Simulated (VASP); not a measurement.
Input of a VASP 6.6.1 run:

File POSCAR:

```
TiSiO
1.0
    3.4459807600      0.0000000000      0.0000000000
    0.0000000000      3.0591495900      0.0000000000
    0.0000000000      0.0000000000      7.3224810300
O Si Ti
2 2 2
Direct
    0.7500000000      0.7500000000      0.9446000000
    0.2500000000      0.2500000000      0.0554000000
    0.2500000000      0.2500000000      0.6680400000
    0.7500000000      0.7500000000      0.3319600000
    0.2500000000      0.7500000000      0.8806800000
    0.7500000000      0.2500000000      0.1193200000
```

File INCAR.step1:

```
PREC = Accurate
ENCUT = 520
ISMEAR = -1
SIGMA = 0.1
LREAL = F
LASPH = T
NELM = 100
NBANDS = 31
GGA = PE
ALGO = Normal
EDIFF = 1E-4
LWAVE = T
LCHARG = F
```

INCAR.step2

```
PREC = Accurate
ENCUT = 520
EDIFF = 1E-7
ISMEAR = -1
SIGMA = 0.1
LREAL = F
LASPH = T
NELM = 100
ALGO = Normal
ISIF = 2
LWAVE = F
LCHARG = T
METAGGA = R2SCAN
LMIXTAU = T
LELF = T
LVHAR = T
NBANDS = 31
ISTART = 1
```

File KPOINTS:

```
Automatic mesh
0
Gamma
  10 11 5
```

Potentials or basis: VASP PAW PBE potentials, release 64 (O, Si, Ti_sv).

The run is started by

```sh
$ cat potpaw_PBE.64/O/POTCAR potpaw_PBE.64/Si/POTCAR potpaw_PBE.64/Ti_sv/POTCAR > POTCAR
$ cp INCAR.step1 INCAR
$ mpirun -np 1 vasp_std > vasp.out
$ cp INCAR.step2 INCAR
$ mpirun -np 1 vasp_std > vasp.out
```

(1) What does it give for the band gap on the k mesh?

(2) What does it give for the pressure?

(3) Predict the largest force.

Results:

(1) zero (bands 22 and 23 overlap by 0.81 eV).

(2) 56.0 GPa.

(3) 7.969 eV/Å.

Caveat: the cell stands under pressure; the PAW data sets were made with another functional, which shifts forces and pressure a little.
